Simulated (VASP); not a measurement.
Crystal: HPbNO4.

```
H Pb N O
1.0
     3.85404    0.14384    0.09012
    -0.25320    5.52698    0.16471
    -0.48197   -1.92720    5.72025
H Pb N O
1 1 1 4
Direct
  0.10913 0.65718 0.54463
  0.61029 0.52127 0.15100
  0.91580 0.96263 0.95867
  0.01384 0.13639 0.88084
  0.72398 0.01057 0.12858
  0.00389 0.73732 0.87043
  0.11927 0.59324 0.37651
```

Base run:

- Program: VASP 6.6.1
- Functional: PBE
- Dispersion: D3(BJ)
- Potentials or basis: VASP PAW PBE potentials, release 64 (H, Pb_d, N, O)
- Cutoff: 520 eV
- k mesh: 5 × 4 × 4
- Occupations: fermi-dirac, width 0.05 eV
- Spin: no spin polarisation

Its results: band gap on the k mesh 3.12 eV, indirect (least direct gap 3.19 eV); pressure -0.1 GPa; largest force 0.423 eV/Å.

Question: The run is repeated on the same cell with these changes: potentials or basis from VASP PAW PBE potentials, release 64 (H, Pb_d, N, O) to VASP PAW PBE potentials, release 64 (H_h, Pb_d, N_h, O_h); cutoff from 520 eV to 910 eV. What comes out?

Answer: Band gap on the k mesh 3.14 eV, indirect (least direct gap 3.22 eV); pressure -0.9 GPa; largest force 0.047 eV/Å.

Caveats: three body term missing; spin-orbit coupling is left out, which moves the levels of the heavy elements; the standard files for N, O and F lose accuracy on very short bonds (some runs); the cutoff is under 1.25 times the usual one of these potentials, so pressure, stress and relaxed cells hold a basis-set (Pulay) error (some runs).

A k mesh can miss the band edges.
